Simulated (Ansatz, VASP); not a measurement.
# One calculation of CsCaBO3, two programs

```
Cs Ca B O
1.0
     7.57200    0.00000    0.00000
     0.00000    7.57200    0.00000
     0.00000    0.00000    7.57200
Cs Ca B O
4 4 4 12
Direct
  0.64047 0.35953 0.85953
  0.85953 0.64047 0.35953
  0.14047 0.14047 0.14047
  0.35953 0.85953 0.64047
  0.85625 0.85625 0.85625
  0.64375 0.14375 0.35625
  0.35625 0.64375 0.14375
  0.14375 0.35625 0.64375
  0.09559 0.59559 0.90441
  0.40441 0.40441 0.40441
  0.59559 0.90441 0.09559
  0.90441 0.09559 0.59559
  0.08515 0.73317 0.02650
  0.41485 0.26683 0.52650
  0.58515 0.76683 0.97350
  0.91485 0.23317 0.47350
  0.02650 0.08515 0.73317
  0.52650 0.41485 0.26683
  0.97350 0.58515 0.76683
  0.47350 0.91485 0.23317
  0.73317 0.02650 0.08515
  0.26683 0.52650 0.41485
  0.76683 0.97350 0.58515
  0.23317 0.47350 0.91485
```

Alike in both runs: task electric field gradients; functional r2SCAN; k mesh 3 × 3 × 3; occupations fermi-dirac, width 0.02 eV; no spin polarisation.

|  | VASP | Ansatz |
| --- | --- | --- |
| version | VASP 6.6.1 | Ansatz 0.2.0 |
| potentials or method | VASP PAW PBE potentials, release 64 (Cs_sv, Ca_sv, B, O) | plane-wave PAW, scalar-relativistic |
| plane-wave cutoff (eV) | 520 | 500 |
| valence electrons in the cell | 160 | 160 |

|  | VASP | Ansatz | Ansatz less VASP |
| --- | --- | --- | --- |
| gap on the k mesh at the Fermi level (eV) | 4.57 | 4.58 | +0.013 |
| pressure (GPa) | -0.2 | -0.7 | -0.58 |
| rms of the force components (eV/Å) | 0.104 | 0.154 | +0.0500 |
| size of Vzz on the site where it differs most (V/Å²) | 33.5 | 25.7 | -7.76 |

VASP's potentials were made for PBE, not for r2SCAN. Atom by atom the forces differ by 0.050 eV/Å (rms over components).

Spin-orbit coupling is off throughout.
